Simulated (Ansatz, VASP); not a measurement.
**One calculation of SiC, two programs**

```
CELL_PARAMETERS angstrom
2.88365 0.00000 0.00000
-1.44182 2.49731 0.00000
0.00000 0.00000 4.73298
ATOMIC_POSITIONS crystal
Si 0.33333 0.66667 0.00460
Si 0.66667 0.33333 0.50460
C 0.33333 0.66667 0.38040
C 0.66667 0.33333 0.88040
```

Alike in both runs: task relaxation of the atoms; functional LDA; k mesh 12 × 12 × 6; occupations gaussian, width 0.05 eV; no spin polarisation.

|  | VASP | Ansatz |
| --- | --- | --- |
| version | VASP 6.6.1 | Ansatz 0.2.0 |
| potentials or method | VASP PAW LDA potentials, release 64 (Si, C), cutoff 520 eV | scalar-relativistic, plane waves, PAW |
| valence electrons in the cell | 16 | 16 |

VASP gave:

- gap on the k mesh at the Fermi level, each at its own relaxed structure (eV): 1.77

Task: Which values does Ansatz return?

Result: gap on the k mesh at the Fermi level, each at its own relaxed structure (eV): 1.79.

Ansatz warns that its potentials were made for another functional, while VASP's fit it. LDA's correlation is that of Perdew and Zunger in VASP and of Perdew and Wang (1992) in Ansatz. Ansatz's warnings: stress scf threshold loose.
